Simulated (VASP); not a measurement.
Set up this calculation in VASP 6.6.1, as the native input.

```
Task                   : single point
Functional             : r2SCAN
Potentials or basis    : VASP PAW PBE potentials, release 64 (Ge_d)
Cutoff                 : 520 eV
k mesh                 : 6 × 6 × 6
Occupations            : methfessel-paxton, width 0.0337 eV
Spin                   : no spin polarisation
Dipole correction      : no
Further INCAR settings : ALGO = Normal; EDIFF = 1e-06; NBANDS = 21
```

Crystal: Ge.

```
Ge
1.0
     0.00000    2.51256    2.51256
     2.51256    0.00000    2.51256
     2.51256    2.51256    0.00000
Ge
2
Direct
  0.00000 0.00000 0.00000
  0.25000 0.25000 0.25000
```

One way to write it, as run:

POSCAR

```
Ge
1.0
    0.0000000000      2.5125558952      2.5125558952
    2.5125558952      0.0000000000      2.5125558952
    2.5125558952      2.5125558952      0.0000000000
Ge
2
Direct
    0.0000000000      0.0000000000      0.0000000000
    0.2500000000      0.2500000000      0.2500000000
```

INCAR.step1

```
SYSTEM = Ge
PREC     = Accurate       ! precision mode
ENCUT    = 520            ! plane-wave cutoff, eV
ISMEAR   = 1              ! smearing method
SIGMA    = 0.0337         ! smearing width, eV
LREAL    = .False.        ! projectors in reciprocal space
LASPH    = .True.         ! aspherical terms in the spheres
NELM     = 100            ! most SCF steps
NBANDS   = 21             ! bands
GGA      = PE             ! functional
ALGO     = Normal         ! electronic algorithm
EDIFF    = 1E-4           ! SCF threshold, eV
LWAVE    = .True.         ! write WAVECAR
LCHARG   = .False.        ! write CHGCAR
```

INCAR.step2

```
SYSTEM = Ge
PREC     = Accurate       ! precision mode
ENCUT    = 520            ! plane-wave cutoff, eV
EDIFF    = 1E-6           ! SCF threshold, eV
ISMEAR   = 1              ! smearing method
SIGMA    = 0.0337         ! smearing width, eV
LREAL    = .False.        ! projectors in reciprocal space
LASPH    = .True.         ! aspherical terms in the spheres
NELM     = 100            ! most SCF steps
ALGO     = Normal         ! electronic algorithm
ISIF     = 2              ! what is computed and relaxed
LWAVE    = .False.        ! write WAVECAR
LCHARG   = .False.        ! write CHGCAR
METAGGA  = R2SCAN         ! meta-GGA
LMIXTAU  = .True.       
NBANDS   = 21             ! bands
ISTART   = 1
```

KPOINTS

```
Automatic mesh
0
Gamma
  6 6 6
  0 0 0
```

Potentials or basis: VASP PAW PBE potentials, release 64 (Ge_d).

Launch:

```console
$ cat potpaw_PBE.64/Ge_d/POTCAR > POTCAR
$ cp INCAR.step1 INCAR
$ mpirun -np 1 vasp_std > vasp.out
$ cp INCAR.step2 INCAR
$ mpirun -np 1 vasp_std > vasp.out
```

It gave:

The pressure is 60.3 GPa and the band gap on the k mesh is 0.23 eV, indirect (least direct gap 2.68 eV).

Caveat: the PAW data sets were made with another functional, which shifts forces and pressure a little.

It took 57 s on 1 thread of Intel(R) Xeon(R) Platinum 8259CL CPU @ 2.50GHz (Skylake/Cascade Lake), on a shared host, peak memory 0.16 GiB.
